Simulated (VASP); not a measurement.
# PtSe2 (P-3m1) in VASP: a series of runs

PtSe2 is run at these levels: PBE; tasks: relaxation of cell and atoms, single point.

All numbers are computed with VASP 6.6.1; they aren't measurements. Logs are shortened: lines on timing, memory, paths and dates and some standing lists are left out, and cuts for length are marked.

### 1 The cell of the first run

Symmetry: P-3m1, No. 164, trigonal system. Conventional cell: a = 3.717 Å, b = 3.717 Å, c = 5.820 Å, α = 90.00°, β = 90.00°, γ = 120.00°. Pt (site symmetry -3m) has 6 Se at 2.52 Å within 3.3 Å. Se (site symmetry 3m) has 3 Pt at 2.52 Å and 3 Se at 3.39 Å within 3.4 Å.

### 2 Relaxation of cell and atoms, PBE

File INCAR:

```
SYSTEM = PtSe2
PREC     = Accurate       ! precision mode
ENCUT    = 500            ! plane-wave cutoff, eV
EDIFF    = 1E-7           ! SCF threshold, eV
ISMEAR   = 0              ! smearing method
SIGMA    = 0.02           ! smearing width, eV
LREAL    = .False.        ! projectors in reciprocal space
LASPH    = .True.         ! aspherical terms in the spheres
NELM     = 120            ! most SCF steps
ALGO     = Normal         ! electronic algorithm
ISIF     = 3              ! what is computed and relaxed
LWAVE    = .False.        ! write WAVECAR
LCHARG   = .False.        ! write CHGCAR
GGA      = PE             ! functional
IBRION   = 2              ! ionic algorithm
NSW      = 100            ! ionic steps
EDIFFG   = -0.01          ! ionic threshold
GGA_COMPAT= .False.      
NELMIN   = 4
```

File KPOINTS:

```
Automatic mesh
0
Gamma
  12 12 6
  0 0 0
```

File POSCAR:

```
PtSe2
1.0
    3.7173065480      0.0000000000      0.0000000000
   -1.8586532740      3.2192819042      0.0000000000
    0.0000000000      0.0000000000      5.8200740200
Pt Se
1 2
Direct
    0.0000000000      0.0000000000      0.0000000000
    0.6666666700      0.3333333300      0.7746118400
    0.3333333300      0.6666666700      0.2253881600
```

Potentials or basis: VASP PAW PBE potentials, release 64 (Pt, Se).

On the command line:

```
cat potpaw_PBE.64/Pt/POTCAR potpaw_PBE.64/Se/POTCAR > POTCAR
mpirun -np 1 vasp_std > vasp.out
```

OUTCAR:

```text
SYSTEM = PtSe2
   PREC = Accurate
   ENCUT = 500
   EDIFF = 1E-7
   ISMEAR = 0
   LREAL = .False.
   LASPH = .True.
   NELM = 120
   ISIF = 3
   GGA = PE
   IBRION = 2
   NSW = 100
   EDIFFG = -0.01
   NELMIN = 4

 ion  position               nearest neighbor table
   1  0.000  0.000  0.000-   2 2.52   3 2.52   3 2.52   2 2.52   2 2.52   3 2.52
   2  0.667  0.333  0.775-   1 2.52   1 2.52   1 2.52
   3  0.333  0.667  0.225-   1 2.52   1 2.52   1 2.52

  LATTYP: Found a hexagonal cell.
 ALAT       =     3.7173065480
 C/A-ratio  =     1.5656696441

  Lattice vectors:

 A1 = (   3.7173065480,   0.0000000000,   0.0000000000)
 A2 = (  -1.8586532740,   3.2192819042,   0.0000000000)
 A3 = (   0.0000000000,   0.0000000000,   5.8200740200)

Analysis of symmetry for initial positions (statically):
=====================================================================
 Subroutine PRICEL returns:
 Original cell was already a primitive cell.

 Routine SETGRP: Setting up the symmetry group for a
 hexagonal supercell.

 Subroutine GETGRP returns: Found 12 space group operations
 (whereof 12 operations were pure point group operations)
 out of a pool of 24 trial point group operations.

The static configuration has the point symmetry D_3d.

Analysis of symmetry for dynamics (positions and initial velocities):
=====================================================================
 Subroutine PRICEL returns:
 Original cell was already a primitive cell.

 Routine SETGRP: Setting up the symmetry group for a
 hexagonal supercell.

 Subroutine GETGRP returns: Found 12 space group operations
 (whereof 12 operations were pure point group operations)
 out of a pool of 24 trial point group operations.

The dynamic configuration has the point symmetry D_3d.

 Subroutine INISYM returns: Found 12 space group operations
 (whereof 12 operations are pure point group operations),
 and found     1 'primitive' translations

----------------------------------------------------------------------------------------

                                     Primitive cell

  volume of cell :      69.6492

  direct lattice vectors                    reciprocal lattice vectors
     3.717306548  0.000000000  0.000000000     0.269011981  0.155314140  0.000000000
    -1.858653274  3.219281904  0.000000000     0.000000000  0.310628280  0.000000000
     0.000000000  0.000000000  5.820074020     0.000000000  0.000000000  0.171819121

  length of vectors
     3.717306548  3.717306548  5.820074020     0.310628280  0.310628280  0.171819121

  position of ions in fractional coordinates (direct lattice)
[... 121 lines left out ...]

 number of electron      22.0000002 magnetization

 Free energy of the ion-electron system (eV)
  ---------------------------------------------------
  ext. energy  EPLUGINS =         0.00000000
  ---------------------------------------------------
  free energy    TOTEN  =       -14.28191508 eV

  energy without entropy =      -14.28191508  energy(sigma->0) =      -14.28191508

------------------------ aborting loop because EDIFF is reached ----------------------------------------

  FORCE on cell =-STRESS in cart. coord.  units (eV):
  Direction    XX          YY          ZZ          XY          YZ          ZX
  --------------------------------------------------------------------------------------
  -------------------------------------------------------------------------------------
  Total        1.2178385      1.2178385      0.5934667     -0.0000000      0.0000000      0.0000000
  in kB       28.0145985     28.0145985     13.6518362     -0.0000000      0.0000000      0.0000000
  external PRESSURE =      23.2270111 kB  Pullay stress =       0.0000000 kB
[... 92 lines left out ...]
  FREE ENERGIE OF THE ION-ELECTRON SYSTEM (eV)
  ---------------------------------------------------
  free  energy   TOTEN  =       -14.2928035392 eV

  energy  without entropy=      -14.2928035392  energy(sigma->0) =      -14.29280354

[... ionic steps 4 to 20 ...]

--------------------------------------- Ionic step       21  -------------------------------------------

 number of electron      21.9999995 magnetization

------------------------ aborting loop because EDIFF is reached ----------------------------------------
[... 69 lines left out ...]
--------------------------------------- Ionic step       23  -------------------------------------------

 number of electron      21.9999993 magnetization

 Free energy of the ion-electron system (eV)
  ---------------------------------------------------
  ext. energy  EPLUGINS =         0.00000000
  ---------------------------------------------------
  free energy    TOTEN  =       -14.30146301 eV

  energy without entropy =      -14.30146301  energy(sigma->0) =      -14.30146301

 E-fermi :   3.2264     XC(G=0):  -9.0386

 val. band max:        3.1417116437   @ k =   0.0833   0.0833   0.0000
 cond. band min:       3.9570340542   @ k =   0.0000   0.2500   0.3333
 fundamental gap:      0.8153224105
 Fermi energy:         3.2264101270

 k-point     1 :       0.0000    0.0000    0.0000
  band No.  band energies     occupation
      1     -11.0741      2.00000
      2      -9.2357      2.00000
      3      -2.2931      2.00000
      4      -2.1496      2.00000
      5      -2.1496      2.00000
      6       0.0842      2.00000
      7       0.0842      2.00000
      8       1.5111      2.00000
      9       2.8587      2.00000
     10       2.8587      2.00000
     11       2.9345      2.00000
     12       5.7500      0.00000
     13       5.7500      0.00000
     14       7.3136      0.00000
[... 401 lines left out ...]
      2      -9.2871      2.00000
      3      -2.1953      2.00000
      4      -1.9866      2.00000
      5      -1.8791      2.00000
      6      -0.4005      2.00000
      7      -0.0812      2.00000
      8       0.9217      2.00000
      9       2.4809      2.00000
     10       2.7877      2.00000
     11       3.1118      2.00000
     12       4.4817      0.00000
     13       5.4388      0.00000
     14       8.7483      0.00000
     15       9.1468      0.00000

 [... further k-points ...]

------------------------ aborting loop because EDIFF is reached ----------------------------------------

  FORCE on cell =-STRESS in cart. coord.  units (eV):
  Direction    XX          YY          ZZ          XY          YZ          ZX
  --------------------------------------------------------------------------------------
  -------------------------------------------------------------------------------------
  Total        0.0006499      0.0006499     -0.0219069      0.0000000     -0.0000000      0.0000000
  in kB        0.0132414      0.0132414     -0.4463581      0.0000000     -0.0000000      0.0000000
  external PRESSURE =      -0.1399584 kB  Pullay stress =       0.0000000 kB
[... 18 lines left out ...]
  FREE ENERGIE OF THE ION-ELECTRON SYSTEM (eV)
  ---------------------------------------------------
  free  energy   TOTEN  =       -14.3014630116 eV

  energy  without entropy=      -14.3014630116  energy(sigma->0) =      -14.30146301

 reached required accuracy - stopping structural energy minimisation
```

OSZICAR:

```text
N       E                     dE             d eps       ncg     rms          rms(c)
DAV:   1     0.116005625648E+03    0.11601E+03   -0.98112E+03  3040   0.123E+03
DAV:   2    -0.100000160529E+02   -0.12601E+03   -0.12315E+03  3854   0.231E+02
DAV:   3    -0.150748107532E+02   -0.50748E+01   -0.50539E+01  3749   0.503E+01
[... 238 lines left out ...]
DAV:   5    -0.143014499213E+02    0.64591E-05   -0.21845E-04  3420   0.114E-01    0.420E-02
DAV:   6    -0.143014596692E+02   -0.97480E-05   -0.34019E-05  3448   0.558E-02    0.104E-02
DAV:   7    -0.143014620835E+02   -0.24143E-05   -0.45380E-06  3518   0.192E-02    0.319E-03
DAV:   8    -0.143014629617E+02   -0.87813E-06   -0.10170E-06  3672   0.765E-03    0.127E-03
DAV:   9    -0.143014630116E+02   -0.49956E-07   -0.74049E-08  2957   0.197E-03
  23 F= -.14301463E+02 E0= -.14301463E+02  d E =-.231519E-03
```

Run time: 20 min. Hardware: 1 thread of Oxide Virtual Turin-like, shared host; peak memory 0.24 GiB.

Results:

* Free energy: -14.3015 eV
* Relaxed volume: 26.21 Å³/atom
* Relaxed cell: a = 3.750 Å, b = 3.750 Å, c = 6.456 Å, α = 90.00°, β = 90.00°, γ = 120.00°
* Space group after relaxing (to 0.1 Å): P-3m1 (No. 164)
* Energy gained by relaxing: 6.5 meV/atom
* Ionic steps: 23
* Pressure after relaxing: 0.0 GPa
* Largest force after relaxing: 0.008 eV/Å
* Band gap on the k mesh: 0.82 eV (least direct gap 1.06 eV)

Forces on the atoms (eV/Å):
```
Pt   0.000  0.000  0.000
Se   0.000  0.000  0.008
Se   0.000  0.000 -0.008
```

The path:
```csv
step,energy change (eV),largest force (eV/Å),pressure (GPa),volume (Å³)
1,0.0000,0.1366,2.32,69.65
2,0.0117,0.4746,-3.01,73.09
3,-0.0109,0.1269,-0.01,71.03
4,-0.0124,0.0823,0.00,71.15
5,-0.0131,0.0240,0.03,71.31
6,-0.0133,0.0174,0.08,71.36
7,-0.0138,0.0029,0.24,71.52
8,-0.0142,0.0451,0.56,71.83
9,-0.0142,0.0448,0.56,71.85
10,-0.0143,0.0435,0.55,71.89
11,-0.0145,0.0409,0.53,71.97
12,-0.0148,0.0358,0.49,72.14
13,-0.0154,0.0262,0.42,72.48
14,-0.0164,0.0079,0.28,73.15
15,-0.0179,0.0249,0.03,74.50
16,-0.0189,0.0756,-0.30,77.19
17,-0.0189,0.0638,-0.23,76.62
18,-0.0192,0.0334,-0.03,77.22
19,-0.0193,0.0221,0.05,77.44
20,-0.0193,0.0014,0.21,77.88
21,-0.0193,0.0138,0.10,77.59
22,-0.0194,0.0121,0.06,77.97
23,-0.0195,0.0084,-0.01,78.63
```

Final structure:
```xyz
3
Lattice="3.7503 0.0000 0.0000 -1.8752 3.2479 0.0000 0.0000 0.0000 6.4556" Properties=species:S:1:pos:R:3 pbc="T T T"
Pt    0.0000    0.0000    0.0000
Se    1.8752    1.0826    5.1477
Se    0.0000    2.1653    1.3079
```

Levels at points of the mesh, in eV from the valence-band top:
```csv
k point,band 8,band 9,band 10,band 11,band 12,band 13,band 14,band 15
"(0.00, 0.00, 0.00)",-1.63,-0.28,-0.28,-0.21,2.61,2.61,4.17,5.18
"(0.50, 0.00, 0.00)",-2.51,-2.17,-2.12,-1.89,1.91,2.49,4.66,6.04
"(0.00, 0.00, 0.50)",-1.39,-1.31,-0.32,-0.32,2.69,2.69,5.26,5.84
"(0.50, 0.00, 0.50)",-2.55,-2.23,-2.06,-1.38,2.14,2.32,4.37,5.69
```

Caveat: spin-orbit coupling is left out, which moves the levels of the heavy elements; this functional lacks dispersion, which binds layers or chains, so the pressure and a relaxed spacing across them are unreliable. A k mesh can miss the band edges.

### 3 Single point, PBE, collinear spin

This run uses another cell than the first one, of 26.40 Å³/atom.

File INCAR:

```
PREC = Accurate
ENCUT = 500
EDIFF = 1E-6
ISMEAR = 0
SIGMA = 0.02
LREAL = False
LASPH = True
NELM = 200
ALGO = Normal
ISIF = 2
LWAVE = False
LCHARG = True
ISPIN = 2
MAGMOM = 0.2 0.2 0.2
LORBIT = 11
LMAXMIX = 4
GGA = PE
LELF = True
LVHAR = True
NBANDS = 22
GGA_COMPAT = False
```

File KPOINTS:

```
Automatic mesh
0
Gamma
  12 12 4
```

File POSCAR:

```
PtSe2
1.0
    3.7515550857      0.0000000000      0.0000000000
   -1.8757775429      3.2489420079      0.0000000000
    0.0000000000      0.0000000000      6.4989506992
Pt Se
1 2
Direct
    0.0000000000      0.0000000000      0.0000000000
    0.6666666667      0.3333333333      0.7989476135
    0.3333333333      0.6666666667      0.2010523865
```

Potentials or basis: VASP PAW PBE potentials, release 64 (Pt, Se).

On the command line:

```
cat potpaw_PBE.64/Pt/POTCAR potpaw_PBE.64/Se/POTCAR > POTCAR
mpirun -np 1 vasp_std > vasp.out
```

Run time: 3.4 min. Hardware: 1 thread of Oxide Virtual Turin-like, shared host; peak memory 0.29 GiB.

The run converged. Its results:

```
Free energy                                           : -14.3030 eV
Pressure                                              : 0.0 GPa
Band gap on the k mesh                                : 0.87 eV (least direct gap 1.02 eV)
Net moment                                            : 0.00 μB per cell
Valence electrons inside the program's atomic spheres : Pt 9.33; Se 3.77
```

Levels at points of the mesh, in eV from the valence-band top:
Spin up:
```csv
k point,band 8,band 9,band 10,band 11,band 12,band 13,band 14,band 15
"(0.00, 0.00, 0.00)",-1.60,-0.27,-0.27,-0.22,2.63,2.63,4.17,5.20
"(0.50, 0.00, 0.00)",-2.49,-2.15,-2.10,-1.86,1.94,2.51,4.67,6.05
"(0.00, 0.00, 0.50)",-1.35,-1.30,-0.30,-0.30,2.70,2.70,5.27,5.83
"(0.50, 0.00, 0.50)",-2.53,-2.21,-2.05,-1.37,2.15,2.35,4.39,5.72
```
Spin down:
| k point | band 8 | band 9 | band 10 | band 11 | band 12 | band 13 | band 14 | band 15 |
| --- | --- | --- | --- | --- | --- | --- | --- | --- |
| (0.00, 0.00, 0.00) | -1.60 | -0.27 | -0.27 | -0.22 | 2.63 | 2.63 | 4.17 | 5.20 |
| (0.50, 0.00, 0.00) | -2.49 | -2.15 | -2.10 | -1.86 | 1.94 | 2.51 | 4.67 | 6.05 |
| (0.00, 0.00, 0.50) | -1.35 | -1.30 | -0.30 | -0.30 | 2.70 | 2.70 | 5.27 | 5.83 |
| (0.50, 0.00, 0.50) | -2.53 | -2.21 | -2.05 | -1.37 | 2.15 | 2.35 | 4.39 | 5.72 |

Caveat: spin-orbit coupling is left out, which moves the levels of the heavy elements; this functional lacks dispersion, which binds layers or chains, so the pressure and a relaxed spacing across them are unreliable. A k mesh can miss the band edges.
